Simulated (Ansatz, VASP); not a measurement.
**Two plane-wave programs on ZnS**

```
CELL_PARAMETERS angstrom
3.65445 0.00000 0.00000
-1.82723 3.16485 0.00000
0.00000 0.00000 5.99591
ATOMIC_POSITIONS crystal
Zn 0.33333 0.66667 0.00539
Zn 0.66667 0.33333 0.50539
S 0.33333 0.66667 0.37961
S 0.66667 0.33333 0.87961
```

Change from the starting cell: strain -0.040 along x and y, -0.040 along z, atoms carried along.

Alike in both runs: task single point; functional r2SCAN; k mesh 6 × 6 × 4; occupations gaussian, width 0.05 eV; no spin polarisation.

|  | VASP | Ansatz |
| --- | --- | --- |
| version | VASP 6.6.1 | Ansatz 0.2.0 |
| potentials or method | VASP PAW PBE potentials, release 64 (Zn, S), cutoff 520 eV | scalar-relativistic, plane waves, PAW |
| valence electrons in the cell | 36 | 36 |

Ansatz gave:

```
gap on the k mesh at the Fermi level (eV)                     : 3.37
least direct gap on the mesh (eV)                             : 3.37
pressure (GPa)                                                : 12.5
traceless stress, the component that is largest in VASP (GPa) : 0.19
rms of the force components (eV/Å)                            : 0.020
```

Q: What did VASP give for the same quantities?

A: gap on the k mesh at the Fermi level (eV): 3.40; least direct gap on the mesh (eV): 3.40; pressure (GPa): 12.6; traceless stress, the component that is largest in VASP (GPa): 0.26; rms of the force components (eV/Å): 0.018.

VASP's potentials were made for PBE, not for r2SCAN. Atom by atom the forces differ by 0.002 eV/Å (rms over components).
